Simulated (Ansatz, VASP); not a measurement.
# Two plane-wave programs on BeS

The input POSCAR:

```
BeS
1.0
    0.0000000000      2.4099631659      2.4099631659
    2.4099631659      0.0000000000      2.4099631659
    2.4099631659      2.4099631659      0.0000000000
Be S
1 1
Direct
    0.0000000000      0.0000000000      0.0000000000
    0.2500000000      0.2500000000      0.2500000000
```

The input INCAR.step1:

```
SYSTEM = BeS
PREC = Accurate
ENCUT = 520
EDIFF = 1E-5
ISMEAR = 0
SIGMA = 0.01
LREAL = .FALSE.
LASPH = .TRUE.
NELM = 60
ALGO = Normal
ISIF = 2
LWAVE = .TRUE.
LCHARG = .FALSE.
NBANDS = 11
GGA = PE
```

Contents of INCAR.step2:

```
SYSTEM = BeS
PREC = Accurate
ENCUT = 520
EDIFF = 1E-7
ISMEAR = 0
SIGMA = 0.01
LREAL = .FALSE.
LASPH = .TRUE.
NELM = 60
ALGO = Normal
ISIF = 2
LWAVE = .FALSE.
LCHARG = .FALSE.
GGA = PE
LHFCALC = .TRUE.
HFSCREEN = 0.2079
PRECFOCK = Normal
NBANDS = 11
ISTART = 1
```

Contents of KPOINTS:

```
Automatic mesh
0
G
  6 6 6
  0 0 0
```

Input for Ansatz:

```yaml
crystal:
  lattice:
    - [0.0, 2.4099631659, 2.4099631659]
    - [2.4099631659, 0.0, 2.4099631659]
    - [2.4099631659, 2.4099631659, 0.0]
  atoms:
    - { symbol: Be, position: [0.0, 0.0, 0.0] }
    - { symbol: S, position: [0.25, 0.25, 0.25] }
kpoints:
  mp_grid: { grid: [6, 6, 6] }
  band_path:
    path:
      - [0.0, 0.0, 0.0]
      - [-0.5, -0.5, 0.0]
      - [-0.375, -0.375, 0.25]
      - [-0.375, 0.0, 0.375]
      - [0.0, 0.0, 0.5]
      - [-0.5, -0.25, 0.25]
      - [-0.0375, 0.0, 0.0375]
    npoints: 1
hamiltonian:
  xc: hse06
scf:
  occupations: { method: fixed }
  n_extra_bands: 4
output:
  forces: true
  stress: true
  eigenvalues: true
```

Change from the starting cell: hydrostatic strain -1.0%.

Alike in both runs: task single point; functional HSE06; k mesh 6 × 6 × 6; no spin polarisation.

|  | VASP | Ansatz |
| --- | --- | --- |
| version | VASP 6.6.1 | Ansatz 0.2.0 |
| potentials or method | VASP PAW PBE potentials, release 64 (Be, S) | plane waves, PAW |
| plane-wave cutoff (eV) | 520 | 420 |
| occupations | gaussian, width 0.01 eV | fixed |
| valence electrons in the cell | 8 | 8 |

Ansatz gave:

| Quantity | Value |
| --- | --- |
| gap on the k mesh at the Fermi level (eV) | 4.02 |
| pressure (GPa) | 2.1 |

**Question.** Estimate VASP's values.

**Answer.** gap on the k mesh at the Fermi level (eV): 4.01; pressure (GPa): 2.0.

Ansatz's warnings: stress exchange threshold loose, stress scf threshold loose.
